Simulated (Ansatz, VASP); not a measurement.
**Two plane-wave programs on CO**

```
CELL_PARAMETERS angstrom
5.70559 0.00000 0.00000
0.00000 5.70559 0.00000
0.00000 0.00000 5.70559
ATOMIC_POSITIONS crystal
C 0.96357 0.96357 0.96357
C 0.53643 0.03643 0.46357
C 0.46357 0.53643 0.03643
C 0.03643 0.46357 0.53643
O 0.07819 0.07819 0.07819
O 0.42181 0.92181 0.57819
O 0.57819 0.42181 0.92181
O 0.92181 0.57819 0.42181
```

Alike in both runs: functional PBEsol; k mesh 4 × 4 × 4; occupations gaussian, width 0.1 eV; no spin polarisation.

Ansatz relaxed the structure, and its values are those at the end. VASP's run is a single point on that final structure, the one shown.

```csv
,VASP,Ansatz
version,VASP 6.6.1,Ansatz 0.2.0
potentials or method,"VASP PAW PBE potentials, release 64 (C, O), cutoff 520 eV","scalar-relativistic, plane waves, PAW"
valence electrons in the cell,40,40
```

|  | VASP | Ansatz | Ansatz less VASP |
| --- | --- | --- | --- |
| gap on the k mesh at the Fermi level (eV) | 6.00 | 6.00 | +0.003 |
| least direct gap on the mesh (eV) | 6.00 | 6.00 | +0.003 |
| pressure (GPa) | 1.4 | 0.2 | -1.20 |
| rms of the force components (eV/Å) | 0.598 | 0.001 | -0.5970 |

VASP's potentials were made for PBE, not for PBEsol. One of these differences is far larger than is usual between the two programs; its cause wasn't traced.

Noted on VASP's run: the standard files for N, O and F lose accuracy on very short bonds.
